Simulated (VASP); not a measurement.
# Se (I4_1/amd) in VASP: relaxation of cell and atoms with PBEsol

Aim: the relaxation of cell and atoms of Se with PBEsol.

Everything below comes from runs of VASP 6.6.1. Logs are shortened: lines on timing, memory, paths and dates and some standing lists are left out, and cuts for length are marked.

### Step 1. The cell of the first run

Symmetry: I4_1/amd, No. 141, tetragonal system. Conventional cell: a = 5.348 Å, b = 5.348 Å, c = 3.018 Å, α = 90.00°, β = 90.00°, γ = 90.00°. Se (site symmetry -4m2) has 10 Se at 2.78 to 3.50 Å within 3.7 Å.

### Step 2. Relaxation of cell and atoms, PBEsol

INCAR

```
SYSTEM = Se
  PREC = Accurate
  ENCUT = 600
  EDIFF = 1E-7
  ISMEAR = 0
  SIGMA = 0.1
  LREAL = .False.
  LASPH = .True.
  NELM = 80
  ALGO = Normal
  ISIF = 3
  LWAVE = .False.
  LCHARG = .False.
  GGA = PS
  IBRION = 2
  NSW = 100
  EDIFFG = -0.01
```

KPOINTS

```
regular mesh
0
Gamma
  16 16 16
  0 0 0
```

POSCAR

```
Se
1.0
   -2.6741555653      2.6741555653      1.5089767521
    2.6741555653     -2.6741555653      1.5089767521
    2.6741555653      2.6741555653     -1.5089767521
Se
2
Direct
    0.0000000000      0.0000000000      0.0000000000
    0.7500000000      0.2500000000      0.5000000000
```

Potentials or basis: VASP PAW PBE potentials, release 64 (Se).

Started as:

```
$ cat potpaw_PBE.64/Se/POTCAR > POTCAR
$ mpirun -np 1 vasp_std > vasp.out
```

OUTCAR:

```text
SYSTEM = Se
   PREC = Accurate
   ENCUT = 600
   EDIFF = 1E-7
   ISMEAR = 0
   LREAL = .False.
   LASPH = .True.
   NELM = 80
   ISIF = 3
   GGA = PS
   IBRION = 2
   NSW = 100
   EDIFFG = -0.01

 ion  position               nearest neighbor table
   1  0.000  0.000  0.000-   2 2.78   2 2.78   2 2.78   2 2.78
   2  0.750  0.250  0.500-   1 2.78   1 2.78   1 2.78   1 2.78

  LATTYP: Found a body centered tetragonal cell.
 ALAT       =     5.3483111306
 C/A-ratio  =     0.5642815892

  Lattice vectors:

 A1 = (  -2.6741555653,   2.6741555653,   1.5089767521)
 A2 = (   2.6741555653,  -2.6741555653,   1.5089767521)
 A3 = (   2.6741555653,   2.6741555653,  -1.5089767521)

Analysis of symmetry for initial positions (statically):
=====================================================================
 Subroutine PRICEL returns:
 Original cell was already a primitive cell.

 Routine SETGRP: Setting up the symmetry group for a
 body centered tetragonal supercell.

 Subroutine GETGRP returns: Found 16 space group operations
 (whereof  8 operations were pure point group operations)
 out of a pool of 16 trial point group operations.

The static configuration has the point symmetry D_2d.
 The point group associated with its full space group is D_4h.

Analysis of symmetry for dynamics (positions and initial velocities):
=====================================================================
 Subroutine PRICEL returns:
 Original cell was already a primitive cell.

 Routine SETGRP: Setting up the symmetry group for a
 body centered tetragonal supercell.

 Subroutine GETGRP returns: Found 16 space group operations
 (whereof  8 operations were pure point group operations)
 out of a pool of 16 trial point group operations.

The dynamic configuration has the point symmetry D_2d.
 The point group associated with its full space group is D_4h.

 Subroutine INISYM returns: Found 16 space group operations
 (whereof  8 operations are pure point group operations),
 and found     1 'primitive' translations

----------------------------------------------------------------------------------------

                                     Primitive cell

  volume of cell :      43.1634

  direct lattice vectors                    reciprocal lattice vectors
    -2.674155565  2.674155565  1.508976752     0.000000000  0.186974911  0.331350367
     2.674155565 -2.674155565  1.508976752     0.186974911  0.000000000  0.331350367
     2.674155565  2.674155565 -1.508976752     0.186974911  0.186974911  0.000000000

  length of vectors
     4.071759670  4.071759670  4.071759670     0.380463774  0.380463774  0.264422456

  position of ions in fractional coordinates (direct lattice)
     0.000000000  0.000000000  0.000000000
     0.750000000  0.250000000  0.500000000

  ion indices of the primitive-cell ions
   primitive index   ion index
                 1           1
                 2           2

----------------------------------------------------------------------------------------

 KPOINTS: regular mesh

Automatic generation of k-mesh.
 Grid dimensions read from file:
 generate k-points for:   16   16   16

 Generating k-lattice:

  Cartesian coordinates                     Fractional coordinates (reciprocal lattice)
     0.000000000  0.011685932  0.020709398     0.062500000  0.000000000  0.000000000
     0.011685932  0.000000000  0.020709398     0.000000000  0.062500000  0.000000000
     0.011685932  0.011685932  0.000000000     0.000000000  0.000000000  0.062500000

  Length of vectors
     0.023778986  0.023778986  0.016526403

  Shift w.r.t. Gamma in fractional coordinates (k-lattice)
     0.000000000  0.000000000  0.000000000

 Subroutine IBZKPT returns following result:
 ===========================================

 Found    349 irreducible k-points:

 Following reciprocal coordinates:
            Coordinates               Weight
  0.000000  0.000000  0.000000      1.000000
  0.062500  0.000000 -0.000000      8.000000
  0.125000  0.000000 -0.000000      8.000000
  0.187500  0.000000 -0.000000      8.000000
  0.250000  0.000000 -0.000000      8.000000
  0.312500  0.000000 -0.000000      8.000000
[... 16 lines left out ...]
 -0.125000  0.062500  0.000000     16.000000
 -0.062500  0.062500  0.000000      4.000000
 [... further k-points ...]
   k-points           NKPTS =    349   k-points in BZ     NKDIM =    349   number of bands    NBANDS=     10
   number of dos      NEDOS =    301   number of ions     NIONS =      2
   total plane-waves  NPLWV =  46656
   dimension x,y,z NGX =    36 NGY =   36 NGZ =   36
   dimension x,y,z NGXF=    72 NGYF=   72 NGZF=   72
   ions per type =               2
   NGX,Y,Z   is equivalent  to a cutoff of  14.70, 14.70, 14.70 a.u.
   NGXF,Y,Z  is equivalent  to a cutoff of  29.40, 29.40, 29.40 a.u.
 SYSTEM =  Se
   PREC   = accura    normal or accurate (medium, high low for compatibility)
   ISTART =      0    job   : 0-new  1-cont  2-samecut
   ICHARG =      2    charge: 1-file 2-atom 10-const
   ISPIN  =      1    spin polarized calculation?
   LNONCOLLINEAR =      F non collinear calculations
   LSORBIT =      F    spin-orbit coupling
   LASPH  =      T    aspherical Exc in radial PAW
   ENCUT  =  600.0 eV  44.10 Ry    6.64 a.u.   8.13  8.13  8.13*2*pi/ulx,y,z
   NELM   =     80;   NELMIN=  2; NELMDL= -5     # of ELM steps
   EDIFF  = 0.1E-06   stopping-criterion for ELM
   LREAL  =      F    real-space projection
   EDIFFG = -.1E-01   stopping-criterion for IOM
   NSW    =    100    number of steps for IOM
   IBRION =      2    ionic relax: 0-MD 1-quasi-New 2-CG
   NFREE  =      1    steps in history (QN), initial steepest desc. (CG)
   ISIF   =      3    stress and relaxation
   ISYM   =      2    0-nonsym 1-usesym 2-fastsym
   POTIM  = 0.5000    time-step for ionic-motion
   TEBEG  =    0.0;   TEEND  =   0.0 temperature during run
   PSTRESS=    0.0 pullay stress
   NELECT =      12.0000    total number of electrons
   NUPDOWN=      -1.0000    fix difference up-down
   EMIN   =  10.00;   EMAX   =-10.00  energy-range for DOS
   EFERMI =   0.00;   METHOD = LEGACY
   ISMEAR =     0;   SIGMA  =   0.10  broadening in eV -4-tet -1-fermi 0-gaus
   EFERMI_NEDOS =   21; number of points for ismear=-14 and -15
   IALGO  =     38    algorithm
   IMIX   =      4    mixing-type and parameters
     AMIX     =   0.40;   BMIX     =  1.00
     AMIX_MAG =   1.60;   BMIX_MAG =  1.00
  volume/ion in A,a.u.               =      21.58       145.64
  Fermi-wavevector in a.u.,A,eV,Ry     =   1.068472  2.019120 15.532862  1.141633
  Thomas-Fermi vector in A             =   2.204122
   LORBIT       =      0    0 simple, 1 ext, 2 COOP (PROOUT), +10 PAW based schemes
   GGA     = PS    functional components
   LHFCALC =     F    Hartree Fock is set to
   AEXX    =    0.0000 exact exchange contribution
   IVDW    =     0    specifies the selected vdW correction
   LEPSILON=     F    determine dielectric tensor
   LRPA    =     F    only Hartree local field effects (RPA)
 conjugate gradient relaxation of ions
 non-spin polarized calculation
 Gauss-broadening in eV      SIGMA  =   0.10
  energy-cutoff  :      600.00
  volume of cell :       43.16
 maximum number of plane-waves:      1458
 NGX is ok and might be reduce to    36
   NGX = 17   NGY = 17   NGZ = 17

--------------------------------------- Ionic step        1  -------------------------------------------

 number of electron      12.0000000 magnetization

 Free energy of the ion-electron system (eV)
  ---------------------------------------------------
  ext. energy  EPLUGINS =         0.00000000
  ---------------------------------------------------
  free energy    TOTEN  =        -7.00767665 eV

  energy without entropy =       -7.00095028  energy(sigma->0) =       -7.00431347

------------------------ aborting loop because EDIFF is reached ----------------------------------------

  FORCE on cell =-STRESS in cart. coord.  units (eV):
  Direction    XX          YY          ZZ          XY          YZ          ZX
  --------------------------------------------------------------------------------------
  -------------------------------------------------------------------------------------
  Total        0.0972951      0.0972951     -0.3086250      0.0000000      0.0000000      0.0000000
  in kB        3.6114849      3.6114849    -11.4558111      0.0000000      0.0000000      0.0000000
  external PRESSURE =      -1.4109471 kB  Pullay stress =       0.0000000 kB
[... 89 lines left out ...]
  FREE ENERGIE OF THE ION-ELECTRON SYSTEM (eV)
  ---------------------------------------------------
  free  energy   TOTEN  =        -7.0300926780 eV

  energy  without entropy=       -7.0240930984  energy(sigma->0) =       -7.02709289

 E-fermi :   5.2288     XC(G=0): -10.3744

 val. band max:        5.2280846193   @ k =  -0.3750   0.5000   0.3125
 cond. band min:       5.2305098002   @ k =  -0.3125   0.5000   0.0625
 fundamental gap:      0.0024251808
 Fermi energy:         5.2287515553

 k-point     1 :       0.0000    0.0000    0.0000
  band No.  band energies     occupation
      1     -11.2090      2.00000
      2      -7.1276      2.00000
      3      -0.0128      2.00000
      4      -0.0128      2.00000
      5       6.2099      0.00000
      6       6.2099      0.00000
      7       7.7794      0.00000
      8       8.6940      0.00000
      9       8.7501      0.00000
     10      12.6955      0.00000
[... 287 lines left out ...]
 k-point    24 :      -0.0625    0.0625    0.0000
  band No.  band energies     occupation
      1     -11.1811      2.00000
      2      -7.1879      2.00000
      3       0.0211      2.00000
      4       0.0212      2.00000
      5       6.0538      0.00000
      6       6.0587      0.00000
      7       7.9067      0.00000
      8       8.7107      0.00000
      9       8.7444      0.00000
     10      12.8916      0.00000

 [... further k-points ...]

[... ionic steps 4 to 17 ...]

--------------------------------------- Ionic step       18  -------------------------------------------

 number of electron      12.0000000 magnetization

------------------------ aborting loop because EDIFF is reached ----------------------------------------

  FORCE on cell =-STRESS in cart. coord.  units (eV):
  Direction    XX          YY          ZZ          XY          YZ          ZX
  --------------------------------------------------------------------------------------
  -------------------------------------------------------------------------------------
  Total       -0.0298705     -0.0298705     -0.0258387      0.0000000     -0.0000000      0.0000000
  in kB       -1.1079247     -1.1079247     -0.9583811      0.0000000     -0.0000000      0.0000000
  external PRESSURE =      -1.0580768 kB  Pullay stress =       0.0000000 kB
[... 57 lines left out ...]
  energy  without entropy=       -7.0789038696  energy(sigma->0) =       -7.08197094

--------------------------------------- Ionic step       20  -------------------------------------------

 number of electron      12.0000000 magnetization

 Free energy of the ion-electron system (eV)
  ---------------------------------------------------
  ext. energy  EPLUGINS =         0.00000000
  ---------------------------------------------------
  free energy    TOTEN  =        -7.08505304 eV

  energy without entropy =       -7.07894248  energy(sigma->0) =       -7.08199776

 E-fermi :   5.1169     XC(G=0): -10.3361

 val. band max:        5.1083149761   @ k =   0.1875   0.0625   0.0625
 cond. band min:       5.1232971154   @ k =  -0.3125   0.5000   0.0625
 fundamental gap:      0.0149821393
 Fermi energy:         5.1169413542

 k-point     1 :       0.0000    0.0000    0.0000
  band No.  band energies     occupation
      1     -11.2566      2.00000
      2      -7.3346      2.00000
      3      -0.0921      2.00000
      4      -0.0921      2.00000
      5       5.9971      0.00000
      6       5.9971      0.00000
      7       7.7040      0.00000
      8       8.7778      0.00000
      9       8.8309      0.00000
     10      12.4048      0.00000
[... 287 lines left out ...]
 k-point    24 :      -0.0625    0.0625    0.0000
  band No.  band energies     occupation
      1     -11.2295      2.00000
      2      -7.3914      2.00000
      3      -0.0602      2.00000
      4      -0.0587      2.00000
      5       5.8481      0.00000
      6       5.8482      0.00000
      7       7.8285      0.00000
      8       8.7915      0.00000
      9       8.8256      0.00000
     10      12.5994      0.00000

 [... further k-points ...]

------------------------ aborting loop because EDIFF is reached ----------------------------------------

  FORCE on cell =-STRESS in cart. coord.  units (eV):
  Direction    XX          YY          ZZ          XY          YZ          ZX
  --------------------------------------------------------------------------------------
  -------------------------------------------------------------------------------------
  Total        0.0118856      0.0118856      0.0181007      0.0000000      0.0000000      0.0000000
  in kB        0.4417438      0.4417438      0.6727375      0.0000000      0.0000000      0.0000000
  external PRESSURE =       0.5187417 kB  Pullay stress =       0.0000000 kB
[... 17 lines left out ...]
  FREE ENERGIE OF THE ION-ELECTRON SYSTEM (eV)
  ---------------------------------------------------
  free  energy   TOTEN  =        -7.0850530393 eV

  energy  without entropy=       -7.0789424789  energy(sigma->0) =       -7.08199776

 reached required accuracy - stopping structural energy minimisation
```

Wall time 13 min (1 thread of Intel Xeon 6975P-C (Granite Rapids), shared host); peak memory 0.34 GiB.

What came out:

- Free energy: -7.0851 eV
- Relaxed volume: 21.55 Å³/atom
- Relaxed cell: a = 4.217 Å, b = 4.217 Å, c = 4.217 Å, α = 95.89°, β = 95.89°, γ = 142.64°
- Space group after relaxing (to 0.1 Å): I4_1/amd (No. 141)
- Energy gained by relaxing: 38.7 meV/atom
- Ionic steps: 20
- Pressure after relaxing: 0.1 GPa
- Band gap on the k mesh: zero (bands 6 and 7 overlap by 3.73 eV)

The path:
```tsv
step	energy change (eV)	largest force (eV/Å)	pressure (GPa)	volume (Å³)
1	0.0000	0.0000	-0.14	43.16
2	-0.0033	0.0000	-0.04	43.04
3	-0.0224	0.0000	0.46	42.67
4	-0.0617	0.0000	1.80	41.85
5	-0.0634	0.0000	2.66	41.51
6	-0.0639	0.0000	2.65	41.52
7	-0.0648	0.0000	2.66	41.55
8	-0.0648	0.0000	2.78	41.61
9	-0.0667	0.0000	2.53	41.73
10	-0.0713	0.0000	1.81	42.08
11	-0.0762	0.0000	0.45	42.78
12	-0.0766	0.0000	-0.02	43.03
13	-0.0766	0.0000	-0.06	43.06
14	-0.0766	0.0000	-0.07	43.07
15	-0.0768	0.0000	-0.07	43.08
16	-0.0770	0.0000	-0.08	43.12
17	-0.0774	0.0000	-0.10	43.18
18	-0.0774	0.0000	-0.11	43.20
19	-0.0774	0.0000	-0.10	43.19
20	-0.0774	0.0000	0.05	43.11
```

Final structure:
```
Se
1.0
    -2.82477    2.82477    1.35063
     2.82477   -2.82477    1.35063
     2.82477    2.82477   -1.35063
Se
2
Direct
  0.00000 0.00000 0.00000
  0.75000 0.25000 0.50000
```

Levels at points of the mesh, in eV from the Fermi level:
```tsv
k point	band 4	band 5	band 6	band 7	band 8	band 9
(0.00, 0.00, 0.00)	-5.21	0.88	0.88	2.59	3.66	3.71
(0.50, 0.00, 0.00)	-5.43	-3.48	-1.05	-0.06	0.51	5.97
(0.50, 0.50, 0.00)	-3.16	-3.13	-3.13	3.61	3.61	8.91
(0.50, 0.50, 0.50)	-7.15	2.23	2.23	3.30	3.30	10.24
```

Caveat: the PAW data sets were made with another functional, which shifts forces and pressure a little.
